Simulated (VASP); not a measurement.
Set up this calculation in VASP 6.6.1, as the native input.

| Item | Value |
| --- | --- |
| Task | single point |
| Functional | PBE |
| Potentials or basis | VASP PAW PBE potentials, release 64 (Al, As) |
| Cutoff | 500 eV |
| k mesh | 8 × 8 × 8 |
| Occupations | gaussian, width 0.02 eV |
| Spin | no spin polarisation |
| Dipole correction | no |
| Further INCAR settings | ALGO = Normal; EDIFF = 1e-06; NBANDS = 11 |

The structure of AlAs lies in POSCAR:

```
AlAs
1.0
    0.0000000000      2.8348772922      2.8348772922
    2.8348772922      0.0000000000      2.8348772922
    2.8348772922      2.8348772922      0.0000000000
Al As
1 1
Direct
    0.0000000000      0.0000000000      0.0000000000
    0.2500000000      0.2500000000      0.2500000000
```

This cell differs from its parent crystal: volume scaled by 0.97.

One way to write it, as run:

INCAR

```
  PREC = Accurate
  ENCUT = 500
  EDIFF = 1E-6
  ISMEAR = 0
  SIGMA = 0.02
  LREAL = False
  LASPH = True
  NELM = 120
  ALGO = Normal
  ISIF = 2
  LWAVE = False
  LCHARG = False
  GGA = PE
  NBANDS = 11
  GGA_COMPAT = False
```

KPOINTS

```
Automatic mesh
0
Gamma
  8 8 8
```

Potentials or basis: VASP PAW PBE potentials, release 64 (Al, As).

Run with:

```sh
$ cat potpaw_PBE.64/Al/POTCAR potpaw_PBE.64/As/POTCAR > POTCAR
$ mpirun -np 1 vasp_std > vasp.out
```

Results of the run:

```yaml
Pressure: 2.4 GPa
Band_gap_on_the_k_mesh: 1.44 eV, indirect (least direct gap 2.02 eV)
```

Run time: 12 s on 1 thread of Intel Xeon 6975P-C, on a shared host, peak memory 0.17 GiB.
